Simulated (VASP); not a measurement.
A run of VASP 6.6.1 is set up as follows.

POSCAR

```
Al
1.0
    2.1705443755     -3.6786701935      0.0000000000
    2.1705443755      3.6786701935      0.0000000000
    0.0000000000      0.0000000000      4.3468631391
Al
4
Direct
    0.1525000000      0.8475000000      0.0785000000
    0.6525000000      0.3475000000      0.4215000000
    0.8475000000      0.1525000000      0.9215000000
    0.3475000000      0.6525000000      0.5785000000
```

Contents of INCAR.step1:

```
SYSTEM = Al
PREC = Accurate ; ENCUT = 520
ISMEAR = 0 ; SIGMA = 0.1
LREAL = .FALSE. ; LASPH = .TRUE.
NELM = 100 ; NBANDS = 14
GGA = PE ; ALGO = Normal
EDIFF = 1E-4 ; LWAVE = .TRUE.
LCHARG = .FALSE.
```

The input INCAR.step2:

```
SYSTEM = Al
PREC = Accurate ; ENCUT = 520
EDIFF = 1E-6 ; ISMEAR = 0
SIGMA = 0.1 ; LREAL = .FALSE.
LASPH = .TRUE. ; NELM = 100
ALGO = Normal ; ISIF = 2
LWAVE = .FALSE. ; LCHARG = .TRUE.
METAGGA = R2SCAN ; LMIXTAU = .TRUE.
LELF = .TRUE. ; LVHAR = .TRUE.
NBANDS = 14 ; ISTART = 1
```

Contents of KPOINTS:

```
Automatic mesh
0
G
  6 6 4
  0 0 0
```

Potentials or basis: VASP PAW PBE potentials, release 64 (Al).

Run with:

```bash
$ cat potpaw_PBE.64/Al/POTCAR > POTCAR
$ cp INCAR.step1 INCAR
$ mpirun -np 1 vasp_std > vasp.out
$ cp INCAR.step2 INCAR
$ mpirun -np 1 vasp_std > vasp.out
```

Task: Predict the pressure.

Result: 15.7 GPa.

Task: What does it give for the band gap on the k mesh?

Result: Zero (band 6 reaches 7.44 eV, above the bottom of band 7 at 6.51 eV).

Forces in eV/Å, atoms in the order of the input:
```
Al   0.000 -1.091  0.149
Al   0.000 -1.091 -0.149
Al   0.000  1.091 -0.149
Al   0.000  1.091  0.149
```

Caveat: the k points lie up to 0.36 Å⁻¹ apart; the PAW data sets were made with another functional, which shifts forces and pressure a little.
